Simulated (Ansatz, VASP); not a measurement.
# PbS in VASP and in Ansatz

File INCAR:

```
ALGO     = Normal         # electronic algorithm
EDIFF    = 1E-6           # SCF threshold, eV
ENCUT    = 520            # plane-wave cutoff, eV
GGA      = CA             # functional
ISIF     = 2              # what is computed and relaxed
ISMEAR   = -1             # smearing method
LASPH    = True           # aspherical terms in the spheres
LCHARG   = False          # write CHGCAR
LREAL    = False          # projectors in reciprocal space
LWAVE    = False          # write WAVECAR
NBANDS   = 17             # bands
NELM     = 80             # most SCF steps
PREC     = Accurate       # precision mode
SIGMA    = 0.05           # smearing width, eV
```

Contents of KPOINTS:

```
k-points
0
Gamma
  6 6 6
```

File POSCAR:

```
PbS
1.0
    4.1567541477      0.0000000000      0.0000000000
   -2.0783770738      3.5998543214      0.0000000000
    0.0000000000      0.0000000000      3.8502791378
Pb S
1 1
Direct
    0.0000000000      0.0000000000      0.0000000000
    0.6666666667      0.3333333333      0.5000000000
```

Input for Ansatz:

```yaml
crystal:
  lattice:
    - [4.156754147672993, 0.0, 0.0]
    - [-2.0783770738364966, 3.5998543214324257, 0.0]
    - [0.0, 0.0, 3.850279137806253]
  atoms:
    - { symbol: Pb, position: [0.0, 0.0, 0.0] }
    - { symbol: S, position: [0.6666666666666666, 0.3333333333333333, 0.5] }
basis:
  ecutwfc: 500.0
kpoints:
  mp_grid:
    grid: [6, 6, 6]
hamiltonian:
  xc: lda
scf:
  occupations:
    method: fermi_dirac
    width: 0.05
output:
  stress: true
```

Alike in both runs: task single point; functional LDA; k mesh 6 × 6 × 6; occupations fermi-dirac, width 0.05 eV; no spin polarisation.

|  | VASP | Ansatz |
| --- | --- | --- |
| version | VASP 6.6.1 | Ansatz 0.2.0 |
| potentials or method | VASP PAW LDA potentials, release 64 (Pb_d, S), cutoff 520 eV | plane waves, PAW |
| valence electrons in the cell | 20 | 20 |

```tsv
	VASP	Ansatz	Ansatz less VASP
pressure (GPa)	-6.4	-6.4	-0.02
traceless stress, the component that is largest in VASP (GPa)	-0.77	-0.79	-0.026
```

LDA's correlation is that of Perdew and Zunger in VASP and of Perdew and Wang (1992) in Ansatz.

Spin-orbit coupling is off throughout.
